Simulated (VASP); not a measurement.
Runs of VASP 6.6.1 on Rh. The structure is that of space group Fm-3m (No. 225), or close to it. The cells are those of the table. 

| cell | further INCAR settings | gap on the mesh (eV) | pressure (GPa) |
| --- | --- | --- | --- |
| a = 2.747, b = 2.747, c = 2.639 Å, angles 61.3, 61.3, 57.4°, 1 atom | ALGO = Fast; EDIFF = 1e-06; NBANDS = 14 | none | (b) |
| a = 2.698, b = 2.698, c = 2.592 Å, angles 61.3, 61.3, 57.4°, 1 atom | ALGO = Fast; EDIFF = 1e-07; NBANDS = 14 | none | (a) |
| a = 2.842, b = 2.842, c = 2.730 Å, angles 61.3, 61.3, 57.4°, 1 atom | ALGO = Fast; EDIFF = 1e-06; NBANDS = 14 | none | -19.2 |
| a = 2.887, b = 2.887, c = 2.773 Å, angles 61.3, 61.3, 57.4°, 1 atom | ALGO = Fast; EDIFF = 1e-06; NBANDS = 14 | none | -25.1 |
| a = 2.756 Å, angles 60.0°, 1 atom | ALGO = Fast; EDIFF = 1e-06; NBANDS = 14 | none | -11.6 |

Alike in all rows: task single point; level PBE; potentials or basis VASP PAW PBE potentials, release 64 (Rh_pv); no spin polarisation; k mesh 22 × 22 × 22; cutoff (eV) 520; smearing gaussian 0.15 eV.

Task: Fill in the values left out.

Result: (a) 17.4; (b) 1.0.

A k mesh can miss the band edges, and the runs leave out spin-orbit coupling on Rh.

A gap of «none» marks levels without a gap at the run's occupations.
